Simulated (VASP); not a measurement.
# Ca2H5 (P2/m) in VASP: further runs, part 2 of 2

VASP 6.6.1. Earlier steps stand in the parts before.

## 3. Single point, PBE

This run uses another cell than the first one, of 19.36 Å³/atom.

INCAR reads:

```
PREC     = Accurate       # precision mode
ENCUT    = 520            # plane-wave cutoff, eV
EDIFF    = 1E-6           # SCF threshold, eV
ISMEAR   = 0              # smearing method
SIGMA    = 0.1            # smearing width, eV
LREAL    = False          # projectors in reciprocal space
LASPH    = True           # aspherical terms in the spheres
NELM     = 100            # most SCF steps
ALGO     = Normal         # electronic algorithm
ISIF     = 2              # what is computed and relaxed
LWAVE    = False          # write WAVECAR
LCHARG   = False          # write CHGCAR
GGA      = PE             # functional
NBANDS   = 22             # bands
```

KPOINTS reads:

```
Automatic mesh
0
Gamma
  10 8 6
```

POSCAR reads:

```
Ca2H5
1.0
    4.3000619938      0.0000000000     -0.0131366634
    0.0000000000      4.4923217462      0.0000000000
   -1.9293527198      0.0000000000      7.0203825264
Ca H
2 5
Direct
    0.1556623947      0.0000000000      0.8056453236
    0.8443376053      0.0000000000      0.1943546764
    0.4000897551      0.5000000000      0.9937960248
    0.5999102449      0.5000000000      0.0062039752
    0.6862701721      0.0000000000      0.8726631256
    0.3137298279      0.0000000000      0.1273368744
    0.0000000000      0.0000000000      0.5000000000
```

Potentials or basis: VASP PAW PBE potentials, release 64 (Ca_sv, H).

On the command line:

```
$ cat potpaw_PBE.64/Ca_sv/POTCAR potpaw_PBE.64/H/POTCAR > POTCAR
$ mpirun -np 1 vasp_std > vasp.out
```

OUTCAR:

```text
PREC = Accurate
   ENCUT = 520
   EDIFF = 1E-6
   ISMEAR = 0
   LREAL = False
   LASPH = True
   NELM = 100
   ISIF = 2
   GGA = PE

 ion  position               nearest neighbor table
   1  0.156  0.000  0.806-
   2  0.844  0.000  0.194-
   3  0.400  0.500  0.994-   4 0.84
   4  0.600  0.500  0.006-   3 0.84
   5  0.686  0.000  0.873-
   6  0.314  0.000  0.127-
   7  0.000  0.000  0.500-

  LATTYP: Found a simple monoclinic cell.
 ALAT       =     4.3000820600
 B/A-ratio  =     1.0447060506
 C/A-ratio  =     1.6931470311
 COS(beta)  =    -0.2679410725

  Lattice vectors:

 A1 = (   4.3000619938,   0.0000000000,  -0.0131366634)
 A2 = (   0.0000000000,   4.4923217462,   0.0000000000)
 A3 = (  -1.9293527198,   0.0000000000,   7.0203825264)

Analysis of symmetry for initial positions (statically):
=====================================================================
 Subroutine PRICEL returns:
 Original cell was already a primitive cell.

 Routine SETGRP: Setting up the symmetry group for a
[... 174 lines left out ...]
  free energy    TOTEN  =       -21.42217493 eV

  energy without entropy =      -21.41372206  energy(sigma->0) =      -21.41794849

 E-fermi :   0.9015     XC(G=0):  -6.5228

 val. band max:        0.9012234384   @ k =  -0.3000   0.2500   0.3333
 cond. band min:       0.9090985050   @ k =   0.2000   0.1250   0.0000
 fundamental gap:      0.0078750667
 Fermi energy:         0.9015161172

 k-point     1 :       0.0000    0.0000    0.0000
  band No.  band energies     occupation
      1     -41.0294      2.00000
      2     -41.0059      2.00000
      3     -22.1584      2.00000
      4     -22.1321      2.00000
      5     -22.0640      2.00000
      6     -22.0170      2.00000
[... 589 lines left out ...]
     21       4.4906      0.00000
     22       4.4920      0.00000

 [... further k-points ...]
[... 5 lines left out ...]
  --------------------------------------------------------------------------------------
  -------------------------------------------------------------------------------------
  Total        0.0138928     -0.0643781      0.0268575      0.0000000      0.0000000     -0.0023528
  in kB        0.1642706     -0.7612147      0.3175669      0.0000000      0.0000000     -0.0278195
  external PRESSURE =      -0.0931257 kB  Pullay stress =       0.0000000 kB

 VOLUME and BASIS-vectors are now :
 -----------------------------------------------------------------------------
  energy-cutoff  :      520.00
  volume of cell :      135.50
      direct lattice vectors                 reciprocal lattice vectors
     4.300061994  0.000000000 -0.013136663     0.232750199  0.000000000  0.063964781
     0.000000000  4.492321746  0.000000000     0.000000000  0.222602043  0.000000000
    -1.929352720  0.000000000  7.020382526     0.000435526  0.000000000  0.142562073

 POSITION                                       TOTAL-FORCE (eV/Angst)
 -----------------------------------------------------------------------------------
     -0.88502      0.00000      5.65389         0.002013      0.000000     -0.005739
      3.25573      0.00000      1.35335        -0.002013     -0.000000      0.005739
     -0.19697      2.24616      6.97157        -0.001525     -0.000000      0.000570
      2.56768      2.24616      0.03567         0.001525      0.000000     -0.000570
      1.26733      0.00000      6.11741        -0.002592     -0.000000     -0.004176
      1.10338      0.00000      0.88983         0.002592     -0.000000      0.004176
     -0.96468      0.00000      3.51019        -0.000000     -0.000000     -0.000000
 -----------------------------------------------------------------------------------
    total drift:                               -0.000000      0.000000      0.000000

  FREE ENERGIE OF THE ION-ELECTRON SYSTEM (eV)
  ---------------------------------------------------
  free  energy   TOTEN  =       -21.4221749251 eV

  energy  without entropy=      -21.4137220564  energy(sigma->0) =      -21.41794849
```

stdout:

```text
POSCAR found type information on POSCAR CaH
 POSCAR found :  2 types and       7 ions
 scaLAPACK will be used
 LDA part: xc-table for (Slater+PW92), standard interpolation
 POSCAR, INCAR and KPOINTS ok, starting setup
 FFT: planning ... GRIDC
 FFT: planning ... GRID_SOFT
 FFT: planning ... GRID
 WAVECAR not read
 entering main loop
```

Run time: 9.1 min. Hardware: 1 thread of Intel Xeon 8259CL, shared host; peak memory 0.53 GiB.

Results:

* Free energy: -21.4222 eV
* Pressure: 0.0 GPa
* Largest force: 0.006 eV/Å
* Band gap on the k mesh: zero (an odd number of electrons rules out a gap without spin polarisation)

Forces in eV/Å, atoms in the order of the input:
```
Ca   0.002  0.000 -0.006
Ca  -0.002  0.000  0.006
H   -0.002  0.000  0.001
H    0.002  0.000 -0.001
H   -0.003  0.000 -0.004
H    0.003  0.000  0.004
H    0.000  0.000  0.000
```

Levels at points of the mesh, in eV from the Fermi level:
```
           k point  band 10  band 11  band 12  band 13  band 14  band 15  band 16  band 17
(0.00, 0.00, 0.00)    -4.80    -4.02    -3.30     0.30     0.85     1.74     2.02     2.98
(0.50, 0.00, 0.00)    -4.26    -3.24    -3.23    -0.30     0.72     1.74     1.95     2.02
(0.00, 0.50, 0.00)    -5.31    -3.82    -3.19     0.47     1.72     1.72     2.10     2.45
(0.50, 0.50, 0.00)    -3.89    -3.78    -2.95    -0.59     1.28     1.32     1.70     2.26
(0.00, 0.00, 0.50)    -4.40    -4.24    -3.74     0.32     1.13     1.86     2.10     2.84
(0.50, 0.00, 0.50)    -4.02    -3.70    -3.02    -0.33     0.77     1.71     1.75     2.03
(0.00, 0.50, 0.50)    -5.06    -3.90    -3.55     0.19     1.61     1.94     2.42     2.46
(0.50, 0.50, 0.50)    -3.99    -3.59    -3.06    -0.63     1.26     1.31     1.83     2.25
```

## 4. Single point, PBE

This run uses another cell than the first one, of 19.36 Å³/atom.

INCAR reads:

```
SYSTEM = Ca2H5
  ALGO = Normal
  EDIFF = 1E-7
  ENCUT = 520
  GGA = PE
  ISIF = 2
  ISMEAR = 0
  LASPH = .True.
  LCHARG = .True.
  LELF = .True.
  LREAL = .False.
  LVHAR = .True.
  LWAVE = .False.
  NBANDS = 22
  NELM = 80
  PREC = Accurate
  SIGMA = 0.1
```

KPOINTS reads:

```
k-points
0
Gamma
  10 8 6
  0 0 0
```

POSCAR is that of step 3.

On the command line:

```
$ cat potpaw_PBE.64/Ca_sv/POTCAR potpaw_PBE.64/H/POTCAR > POTCAR
$ mpirun -np 1 vasp_std > vasp.out
```

Run time: 11 min. Hardware: 1 thread of Intel Xeon 8259CL, shared host; peak memory 0.53 GiB.

The run converged. Its results:

```yaml
Free_energy: -21.4222 eV
Pressure: 0.0 GPa
Largest_force: 0.006 eV/Å
Band_gap_on_the_k_mesh: zero (an odd number of electrons rules out a gap without spin polarisation)
```

Forces in eV/Å, atoms in the order of the input:
```
Ca   0.002  0.000 -0.006
Ca  -0.002  0.000  0.006
H   -0.001  0.000  0.001
H    0.001  0.000 -0.001
H   -0.003  0.000 -0.004
H    0.003  0.000  0.004
H    0.000  0.000  0.000
```

Stress tensor (GPa, compression positive):
```
 0.02  0.00  0.00
 0.00 -0.07  0.00
 0.00  0.00  0.03
```

Levels at points of the mesh, in eV from the Fermi level:
```
           k point  band 10  band 11  band 12  band 13  band 14  band 15  band 16  band 17
(0.00, 0.00, 0.00)    -4.80    -4.02    -3.30     0.30     0.85     1.74     2.02     2.98
(0.50, 0.00, 0.00)    -4.26    -3.23    -3.23    -0.30     0.72     1.74     1.95     2.02
(0.00, 0.50, 0.00)    -5.31    -3.82    -3.19     0.47     1.72     1.72     2.10     2.45
(0.50, 0.50, 0.00)    -3.89    -3.78    -2.95    -0.59     1.28     1.32     1.70     2.26
(0.00, 0.00, 0.50)    -4.40    -4.24    -3.74     0.32     1.13     1.86     2.10     2.84
(0.50, 0.00, 0.50)    -4.02    -3.70    -3.02    -0.33     0.77     1.71     1.75     2.03
(0.00, 0.50, 0.50)    -5.06    -3.90    -3.55     0.20     1.61     1.94     2.42     2.46
(0.50, 0.50, 0.50)    -3.99    -3.59    -3.06    -0.63     1.26     1.31     1.83     2.25
```

The gap in the log of VASP goes by the Fermi energy; the results here count the filled bands.